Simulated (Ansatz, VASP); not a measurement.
## Two plane-wave programs on Au

```
Au
1.0
     2.94382   -0.01831    0.37811
    -0.03189    2.94192    0.39176
    -0.51837   -0.53957    4.00972
Au
2
Direct
  0.25000 0.25000 0.75000
  0.75000 0.75000 0.25000
```

Alike in both runs: functional PBE; k mesh 14 × 14 × 10; occupations gaussian, width 0.1 eV; no spin polarisation.

Ansatz relaxed the structure, and its values are those at the end. VASP's run is a single point on that final structure, the one shown.

|  | VASP | Ansatz |
| --- | --- | --- |
| version | VASP 6.6.1 | Ansatz 0.2.0 |
| potentials or method | VASP PAW PBE potentials, release 64 (Au), cutoff 520 eV | scalar-relativistic, plane waves, PAW |
| valence electrons in the cell | 22 | 38 |

Ansatz gave:

```
gap on the k mesh at the Fermi level (eV) : none
pressure (GPa)                            : 0.0
```

**Question.** Which values does VASP return?

**Answer.** gap on the k mesh at the Fermi level (eV): none; pressure (GPa): -0.2.

A gap of «none» marks a metal or a gap that the smearing closes. VASP's potentials hold 22 valence electrons a cell and Ansatz's 38, so a difference there can come from the potentials and not from the codes. Ansatz's warnings: structure snapped to symmetry.

Spin-orbit coupling is off throughout.
